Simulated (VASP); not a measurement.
Sb, 1 atom in the cell. The structure is cubic, space group Im-3m (No. 229). The conventional cell has a = 3.260 Å, b = 3.260 Å, c = 3.260 Å, α = 90.00°, β = 90.00°, γ = 90.00°. Sb (site symmetry m-3m) has 14 Sb at 2.82 to 3.26 Å within 3.7 Å. 

* Program: VASP 6.6.1
* Task: single point
* Functional: LDA
* Potentials or basis: VASP PAW LDA potentials, release 64 (Sb)
* Cutoff: 520 eV
* k mesh: 14 × 14 × 14
* Occupations: fermi-dirac, width 0.05 eV
* Spin: no spin polarisation
* Dipole correction: no
* Further INCAR settings: ALGO = Normal; EDIFF = 1e-07; NBANDS = 8

Potentials or basis: VASP PAW LDA potentials, release 64 (Sb).

Command:

```sh
$ cat potpaw_LDA.64/Sb/POTCAR > POTCAR
$ mpirun -np 1 vasp_std > vasp.out
```

Hardware: 1 thread of AMD EPYC 7R13 Processor (Zen 3), with other jobs on the host.

**Question.** Estimate the wall time of this run.

**Answer.** Run time: 13 s on 1 thread of AMD EPYC 7R13 Processor (Zen 3), on a shared host, peak memory 0.11 GiB. Counts: scf iterations 11, k points 104.
